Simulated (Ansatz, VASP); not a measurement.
## One calculation of Al2Cu, two programs

```xyz
6
Lattice="2.7637 0.0000 0.0000 -1.3819 2.3935 0.0000 0.0000 0.0000 13.3083" Properties=species:S:1:pos:R:3 pbc="T T T"
Al    0.0000    1.5956    0.0000
Al    1.3819    0.7978   11.0903
Al    1.3819    0.7978    2.2181
Al    1.3819    0.7978    6.6542
Cu    0.0000    1.5956    8.8722
Cu    0.0000    1.5956    4.4361
```

Alike in both runs: task single point; functional PBE; k mesh 6 × 6 × 2; occupations gaussian, width 0.1 eV; no spin polarisation.

|  | VASP | Ansatz |
| --- | --- | --- |
| version | VASP 6.6.1 | Ansatz 0.2.0 |
| potentials or method | VASP PAW PBE potentials, release 64 (Al, Cu), cutoff 520 eV | scalar-relativistic, plane waves, PAW |
| valence electrons in the cell | 34 | 50 |

Ansatz gave:

| Item | Value |
| --- | --- |
| gap on the k mesh at the Fermi level (eV) | none |
| pressure (GPa) | 0.1 |
| traceless stress, the component that is largest in VASP (GPa) | -4.43 |
| rms of the force components (eV/Å) | 0.301 |

Task: Estimate VASP's values.

Result: gap on the k mesh at the Fermi level (eV): none; pressure (GPa): 0.2; traceless stress, the component that is largest in VASP (GPa): -4.36; rms of the force components (eV/Å): 0.297.

Atom by atom the forces differ by 0.004 eV/Å (rms over components). A gap of «none» marks a metal or a gap that the smearing closes. VASP's potentials hold 34 valence electrons a cell and Ansatz's 50, so a difference there can come from the potentials and not from the codes.

The k mesh is coarse, so the values compare programs but aren't converged.
